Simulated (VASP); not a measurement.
Here is a VASP 6.6.1 calculation.

INCAR

```
SYSTEM = LiSe2
ALGO = Normal
EDIFF = 1E-7
EDIFFG = -0.005
ENCUT = 600
GGA = PE
IBRION = 2
ISIF = 3
ISMEAR = 0
LASPH = .True.
LCHARG = .False.
LREAL = .False.
LWAVE = .False.
NELM = 60
NSW = 100
PREC = Accurate
SIGMA = 0.1
```

File KPOINTS:

```
k-points
0
Gamma
  12 12 12
  0 0 0
```

The input POSCAR:

```
LiSe2
1.0
    0.0000000000      3.1235953846      3.1235953846
    3.1235953846      0.0000000000      3.1235953846
    3.1235953846      3.1235953846      0.0000000000
Li Se
1 2
Direct
    0.0000000000      0.0000000000      0.0000000000
    0.2500000000      0.2500000000      0.2500000000
    0.7500000000      0.7500000000      0.7500000000
```

Potentials or basis: VASP PAW PBE potentials, release 64 (Li_sv, Se).

Run with:

```bash
$ cat potpaw_PBE.64/Li_sv/POTCAR potpaw_PBE.64/Se/POTCAR > POTCAR
$ mpirun -np 1 vasp_std > vasp.out
```

Problem. What does it give for the relaxed volume?

Solution. 19.82 Å³/atom.

Problem. Predict the relaxed cell.

Solution. a = 4.381 Å, b = 4.381 Å, c = 4.381 Å, α = 60.00°, β = 60.00°, γ = 60.00°.

Problem. Estimate the space group after relaxing (to 0.05 Å).

Solution. Fm-3m (No. 225).

Step by step:
```tsv
step	energy change (eV)	largest force (eV/Å)	pressure (GPa)	volume (Å³)
1	0.0000	0.0000	-1.16	60.95
2	-0.0055	0.0000	-0.18	59.67
3	-0.0056	0.0000	0.00	59.45
```

Caveat: the cutoff is under 1.25 times the usual one of these potentials, so pressure, stress and relaxed cells hold a basis-set (Pulay) error.
